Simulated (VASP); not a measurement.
# Si (Fd-3m) in VASP: single point with PBE

Aim: the single point of Si with PBE.

Everything below comes from runs of VASP 6.6.1. Logs are shortened: lines on timing, memory, paths and dates and some standing lists are left out, and cuts for length are marked.

**1. The cell of the first run**

Symmetry: Fd-3m, No. 227, cubic system. Conventional cell: a = 5.470 Å, b = 5.470 Å, c = 5.470 Å, α = 90.00°, β = 90.00°, γ = 90.00°. Within 3.1 Å of Si (site symmetry -43m) lie 4 Si at 2.37 Å.

**2. Single point, PBE**

Contents of INCAR:

```
SYSTEM = Si
ALGO = Normal
EDIFF = 1E-6
ENCUT = 500
GGA = PE
GGA_COMPAT = .False.
ISIF = 2
ISMEAR = 0
LASPH = .True.
LCHARG = .False.
LREAL = .False.
LWAVE = .False.
NBANDS = 11
NELM = 120
PREC = Accurate
SIGMA = 0.02
```

Contents of KPOINTS:

```
k-points
0
Gamma
  8 8 8
  0 0 0
```

Contents of POSCAR:

```
Si
1.0
    0.0000000000      2.7348308326      2.7348308326
    2.7348308326      0.0000000000      2.7348308326
    2.7348308326      2.7348308326      0.0000000000
Si
2
Direct
    0.0000000000      0.0000000000      0.0000000000
    0.2500000000      0.2500000000      0.2500000000
```

Potentials or basis: VASP PAW PBE potentials, release 64 (Si).

The run is started by

```sh
$ cat potpaw_PBE.64/Si/POTCAR > POTCAR
$ mpirun -np 1 vasp_std > vasp.out
```

OUTCAR:

```text
SYSTEM = Si
   EDIFF = 1E-6
   ENCUT = 500
   GGA = PE
   ISIF = 2
   ISMEAR = 0
   LASPH = .True.
   LREAL = .False.
   NELM = 120
   PREC = Accurate

 ion  position               nearest neighbor table
   1  0.000  0.000  0.000-   2 2.37   2 2.37   2 2.37   2 2.37
   2  0.250  0.250  0.250-   1 2.37   1 2.37   1 2.37   1 2.37

  LATTYP: Found a face centered cubic cell.
 ALAT       =     5.4696616652

  Lattice vectors:

 A1 = (   0.0000000000,   2.7348308326,   2.7348308326)
 A2 = (   2.7348308326,   0.0000000000,   2.7348308326)
 A3 = (   2.7348308326,   2.7348308326,   0.0000000000)

Analysis of symmetry for initial positions (statically):
=====================================================================
 Subroutine PRICEL returns:
 Original cell was already a primitive cell.

 Routine SETGRP: Setting up the symmetry group for a
 face centered cubic supercell.

 Subroutine GETGRP returns: Found 48 space group operations
 (whereof 24 operations were pure point group operations)
 out of a pool of 48 trial point group operations.

The static configuration has the point symmetry T_d .
 The point group associated with its full space group is O_h .

Analysis of symmetry for dynamics (positions and initial velocities):
=====================================================================
 Subroutine PRICEL returns:
 Original cell was already a primitive cell.

 Routine SETGRP: Setting up the symmetry group for a
 face centered cubic supercell.

 Subroutine GETGRP returns: Found 48 space group operations
 (whereof 24 operations were pure point group operations)
 out of a pool of 48 trial point group operations.

The dynamic configuration has the point symmetry T_d .
 The point group associated with its full space group is O_h .

 Subroutine INISYM returns: Found 48 space group operations
 (whereof 24 operations are pure point group operations),
 and found     1 'primitive' translations

----------------------------------------------------------------------------------------

                                     Primitive cell

  volume of cell :      40.9092

  direct lattice vectors                    reciprocal lattice vectors
     0.000000000  2.734830833  2.734830833    -0.182826665  0.182826665  0.182826665
     2.734830833  0.000000000  2.734830833     0.182826665 -0.182826665  0.182826665
     2.734830833  2.734830833  0.000000000     0.182826665  0.182826665 -0.182826665

  length of vectors
     3.867634854  3.867634854  3.867634854     0.316665072  0.316665072  0.316665072

  position of ions in fractional coordinates (direct lattice)
     0.000000000  0.000000000  0.000000000
     0.250000000  0.250000000  0.250000000

  ion indices of the primitive-cell ions
   primitive index   ion index
                 1           1
                 2           2

----------------------------------------------------------------------------------------

 KPOINTS: k-points

Automatic generation of k-mesh.
 Grid dimensions read from file:
 generate k-points for:    8    8    8

 Generating k-lattice:

  Cartesian coordinates                     Fractional coordinates (reciprocal lattice)
    -0.022853333  0.022853333  0.022853333     0.125000000  0.000000000  0.000000000
     0.022853333 -0.022853333  0.022853333     0.000000000  0.125000000  0.000000000
     0.022853333  0.022853333 -0.022853333     0.000000000  0.000000000  0.125000000

  Length of vectors
     0.039583134  0.039583134  0.039583134

  Shift w.r.t. Gamma in fractional coordinates (k-lattice)
     0.000000000  0.000000000  0.000000000

 Subroutine IBZKPT returns following result:
 ===========================================

 Found     29 irreducible k-points:

 Following reciprocal coordinates:
            Coordinates               Weight
  0.000000  0.000000  0.000000      1.000000
  0.125000  0.000000  0.000000      8.000000
  0.250000  0.000000  0.000000      8.000000
  0.375000  0.000000  0.000000      8.000000
  0.500000  0.000000  0.000000      4.000000
  0.125000  0.125000  0.000000      6.000000
[... 16 lines left out ...]
  0.500000  0.250000  0.125000     48.000000
 -0.375000  0.250000  0.125000     24.000000
 [... further k-points ...]
   k-points           NKPTS =     29   k-points in BZ     NKDIM =     29   number of bands    NBANDS=     11
   number of dos      NEDOS =    301   number of ions     NIONS =      2
   total plane-waves  NPLWV =  21952
   dimension x,y,z NGX =    28 NGY =   28 NGZ =   28
   dimension x,y,z NGXF=    56 NGYF=   56 NGZF=   56
   ions per type =               2
   NGX,Y,Z   is equivalent  to a cutoff of  12.04, 12.04, 12.04 a.u.
   NGXF,Y,Z  is equivalent  to a cutoff of  24.07, 24.07, 24.07 a.u.
 SYSTEM =  Si
   PREC   = accura    normal or accurate (medium, high low for compatibility)
   ISTART =      0    job   : 0-new  1-cont  2-samecut
   ICHARG =      2    charge: 1-file 2-atom 10-const
   ISPIN  =      1    spin polarized calculation?
   LNONCOLLINEAR =      F non collinear calculations
   LSORBIT =      F    spin-orbit coupling
   LASPH  =      T    aspherical Exc in radial PAW
   ENCUT  =  500.0 eV  36.75 Ry    6.06 a.u.   7.05  7.05  7.05*2*pi/ulx,y,z
   NELM   =    120;   NELMIN=  2; NELMDL= -5     # of ELM steps
   EDIFF  = 0.1E-05   stopping-criterion for ELM
   LREAL  =      F    real-space projection
   EDIFFG = 0.1E-04   stopping-criterion for IOM
   NSW    =      0    number of steps for IOM
   IBRION =     -1    ionic relax: 0-MD 1-quasi-New 2-CG
   NFREE  =      0    steps in history (QN), initial steepest desc. (CG)
   ISIF   =      2    stress and relaxation
   ISYM   =      2    0-nonsym 1-usesym 2-fastsym
   POTIM  = 0.5000    time-step for ionic-motion
   TEBEG  =    0.0;   TEEND  =   0.0 temperature during run
   PSTRESS=    0.0 pullay stress
   NELECT =       8.0000    total number of electrons
   NUPDOWN=      -1.0000    fix difference up-down
   EMIN   =  10.00;   EMAX   =-10.00  energy-range for DOS
   EFERMI =   0.00;   METHOD = LEGACY
   ISMEAR =     0;   SIGMA  =   0.02  broadening in eV -4-tet -1-fermi 0-gaus
   EFERMI_NEDOS =   21; number of points for ismear=-14 and -15
   IALGO  =     38    algorithm
   IMIX   =      4    mixing-type and parameters
     AMIX     =   0.40;   BMIX     =  1.00
     AMIX_MAG =   1.60;   BMIX_MAG =  1.00
  volume/ion in A,a.u.               =      20.45       138.03
  Fermi-wavevector in a.u.,A,eV,Ry     =   0.950235  1.795684 12.285334  0.902947
  Thomas-Fermi vector in A             =   2.078593
   LORBIT       =      0    0 simple, 1 ext, 2 COOP (PROOUT), +10 PAW based schemes
   GGA     = PE    functional components
   LHFCALC =     F    Hartree Fock is set to
   AEXX    =    0.0000 exact exchange contribution
   IVDW    =     0    specifies the selected vdW correction
   LEPSILON=     F    determine dielectric tensor
   LRPA    =     F    only Hartree local field effects (RPA)
 non-spin polarized calculation
 Gauss-broadening in eV      SIGMA  =   0.02
  energy-cutoff  :      500.00
  volume of cell :       40.91
 maximum number of plane-waves:      1056
   NGX = 15   NGY = 15   NGZ = 15

 number of electron       8.0000000 magnetization

 Free energy of the ion-electron system (eV)
  ---------------------------------------------------
  ext. energy  EPLUGINS =         0.00000000
  ---------------------------------------------------
  free energy    TOTEN  =       -10.84606678 eV

  energy without entropy =      -10.84606678  energy(sigma->0) =      -10.84606678

 E-fermi :   5.7234     XC(G=0):  -9.3246

 val. band max:        5.6122497530   @ k =   0.0000   0.0000   0.0000
 cond. band min:       6.2630464728   @ k =   0.3750   0.3750   0.0000
 fundamental gap:      0.6507967198
 Fermi energy:         5.7233809550

 k-point     1 :       0.0000    0.0000    0.0000
  band No.  band energies     occupation
      1      -6.1992      2.00000
      2       5.6122      2.00000
      3       5.6122      2.00000
      4       5.6122      2.00000
      5       8.1685      0.00000
      6       8.1685      0.00000
      7       8.1685      0.00000
      8       8.7403      0.00000
      9      13.3206      0.00000
     10      13.3206      0.00000
     11      13.4873      0.00000

 k-point     2 :       0.1250    0.0000    0.0000
  band No.  band energies     occupation
      1      -5.9988      2.00000
      2       4.0216      2.00000
      3       5.3300      2.00000
      4       5.3300      2.00000
      5       8.0536      0.00000
      6       8.5838      0.00000
      7       8.5838      0.00000
      8      10.1407      0.00000
      9      12.8479      0.00000
     10      12.8479      0.00000
     11      14.2628      0.00000

 k-point     3 :       0.2500    0.0000    0.0000
  band No.  band energies     occupation
      1      -5.4147      2.00000
      2       1.7268      2.00000
      3       4.8675      2.00000
      4       4.8675      2.00000
      5       7.5697      0.00000
      6       9.1016      0.00000
      7       9.1016      0.00000
      8      12.3592      0.00000
      9      12.7988      0.00000
     10      12.7988      0.00000
     11      14.5400      0.00000

 k-point     4 :       0.3750    0.0000    0.0000
  band No.  band energies     occupation
      1      -4.5406      2.00000
      2      -0.2567      2.00000
      3       4.5448      2.00000
      4       4.5448      2.00000
      5       7.2051      0.00000
      6       9.0649      0.00000
      7       9.0649      0.00000
      8      13.4482      0.00000
      9      14.1501      0.00000
     10      14.1501      0.00000
     11      15.1201      0.00000
[... 239 lines left out ...]
 k-point    22 :       0.3750    0.2500    0.1250
  band No.  band energies     occupation
      1      -4.8949      2.00000
      2       1.3445      2.00000
      3       2.9614      2.00000
      4       4.2127      2.00000
      5       8.0551      0.00000
      6       9.4375      0.00000
      7       9.8152      0.00000
      8      11.0517      0.00000
      9      13.3234      0.00000
     10      15.7144      0.00000
     11      16.5739      0.00000

 k-point    23 :       0.5000    0.2500    0.1250
  band No.  band energies     occupation
      1      -4.0258      2.00000
      2      -0.1744      2.00000
      3       2.3575      2.00000
      4       3.7255      2.00000
      5       8.4761      0.00000
      6       9.1413      0.00000
      7      10.5889      0.00000
      8      11.4892      0.00000
      9      14.5410      0.00000
     10      15.2367      0.00000
     11      17.5124      0.00000

 k-point    24 :      -0.3750    0.2500    0.1250
  band No.  band energies     occupation
      1      -3.3920      2.00000
      2      -1.0934      2.00000
      3       2.2261      2.00000
      4       3.5027      2.00000
      5       8.6349      0.00000
      6       8.7586      0.00000
      7      11.4576      0.00000
      8      12.6772      0.00000
      9      12.9174      0.00000
     10      16.1184      0.00000
     11      17.1623      0.00000

 [... further k-points ...]
[... 5 lines left out ...]
  --------------------------------------------------------------------------------------
  -------------------------------------------------------------------------------------
  Total       -0.0112255     -0.0112255     -0.0112255     -0.0000000      0.0000000     -0.0000000
  in kB       -0.4396394     -0.4396394     -0.4396394     -0.0000000      0.0000000     -0.0000000
  external PRESSURE =      -0.4396394 kB  Pullay stress =       0.0000000 kB

 VOLUME and BASIS-vectors are now :
 -----------------------------------------------------------------------------
  energy-cutoff  :      500.00
  volume of cell :       40.91
      direct lattice vectors                 reciprocal lattice vectors
     0.000000000  2.734830833  2.734830833    -0.182826665  0.182826665  0.182826665
     2.734830833  0.000000000  2.734830833     0.182826665 -0.182826665  0.182826665
     2.734830833  2.734830833  0.000000000     0.182826665  0.182826665 -0.182826665

 POSITION                                       TOTAL-FORCE (eV/Angst)
 -----------------------------------------------------------------------------------
      0.00000      0.00000      0.00000        -0.000000     -0.000000     -0.000000
      1.36742      1.36742      1.36742         0.000000      0.000000      0.000000
 -----------------------------------------------------------------------------------
    total drift:                                0.000000      0.000000     -0.000000

  FREE ENERGIE OF THE ION-ELECTRON SYSTEM (eV)
  ---------------------------------------------------
  free  energy   TOTEN  =       -10.8460667750 eV

  energy  without entropy=      -10.8460667750  energy(sigma->0) =      -10.84606678
```

Wall time 23 s (1 thread of Intel Xeon 8259CL, shared host); peak memory 0.15 GiB.

Results:

```
Free energy            : -10.8461 eV
Pressure               : 0.0 GPa
Band gap on the k mesh : 0.65 eV, indirect (least direct gap 2.56 eV)
```

Levels at points of the mesh, in eV from the valence-band top:
| k point | band 2 | band 3 | band 4 | band 5 | band 6 | band 7 |
| --- | --- | --- | --- | --- | --- | --- |
| (0.00, 0.00, 0.00) | 0.00 | 0.00 | 0.00 | 2.56 | 2.56 | 2.56 |
| (0.50, 0.00, 0.00) | -6.87 | -1.18 | -1.18 | 1.46 | 3.35 | 3.35 |
| (0.50, 0.50, 0.00) | -7.74 | -2.79 | -2.79 | 0.75 | 0.75 | 9.93 |

A k mesh can miss the band edges. As with any semilocal functional, this PBE gap is likely too small.
